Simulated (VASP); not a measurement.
Here is a VASP 6.6.1 calculation.

INCAR

```
SYSTEM = Ca
  PREC = Accurate
  ENCUT = 520
  EDIFF = 1E-6
  ISMEAR = 0
  SIGMA = 0.15
  LREAL = .FALSE.
  LASPH = .TRUE.
  NELM = 60
  ALGO = Fast
  ISIF = 2
  LWAVE = .FALSE.
  LCHARG = .TRUE.
  GGA = PE
  LELF = .TRUE.
  LVHAR = .TRUE.
  NBANDS = 11
```

File KPOINTS:

```
regular mesh
0
G
  16 16 16
  0 0 0
```

File POSCAR:

```
Ca
1.0
   -2.2512000000      2.2512000000      2.2400000000
    2.2512000000     -2.2512000000      2.2400000000
    2.2512000000      2.2512000000     -2.2400000000
Ca
1
Direct
    0.0000000000      0.0000000000      0.0000000000
```

Potentials or basis: VASP PAW PBE potentials, release 64 (Ca_sv).

Run with:

```console
$ cat potpaw_PBE.64/Ca_sv/POTCAR > POTCAR
$ mpirun -np 1 vasp_std > vasp.out
```

Task: What does it give for the pressure?

Result: -1.1 GPa.

Task: What does it give for the band gap on the k mesh?

Result: Zero (band 5 reaches 2.06 eV, above the bottom of band 6 at 1.63 eV).

Caveat: the cell differs from its parent crystal (strain +0.0050 x Voigt [1, 1, 0, 0, 0, 0]).
